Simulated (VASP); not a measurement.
Here is a VASP 6.6.1 calculation.

Contents of INCAR:

```
PREC = Accurate
ENCUT = 520
EDIFF = 1E-7
ISMEAR = 0
SIGMA = 0.15
LREAL = F
LASPH = T
NELM = 100
ALGO = Fast
ISIF = 2
LWAVE = F
LCHARG = F
GGA = PS
NBANDS = 12
```

File KPOINTS:

```
regular mesh
0
Gamma
  20 20 20
```

File POSCAR:

```
In
1.0
   -1.6505422500      1.6505422500      2.3997315000
    1.6505422500     -1.6505422500      2.3997315000
    1.6505422500      1.6505422500     -2.3997315000
In
1
Direct
    0.0000000000      0.0000000000      0.0000000000
```

Potentials or basis: VASP PAW PBE potentials, release 64 (In_d).

The run is started by

```sh
$ cat potpaw_PBE.64/In_d/POTCAR > POTCAR
$ mpirun -np 1 vasp_std > vasp.out
```

(1) Predict the pressure.

Results:

(1) -1.0 GPa.

Caveat: the cell differs from its parent crystal (strain +0.015 along x and y, -0.030 along z); the PAW data sets were made with another functional, which shifts forces and pressure a little.
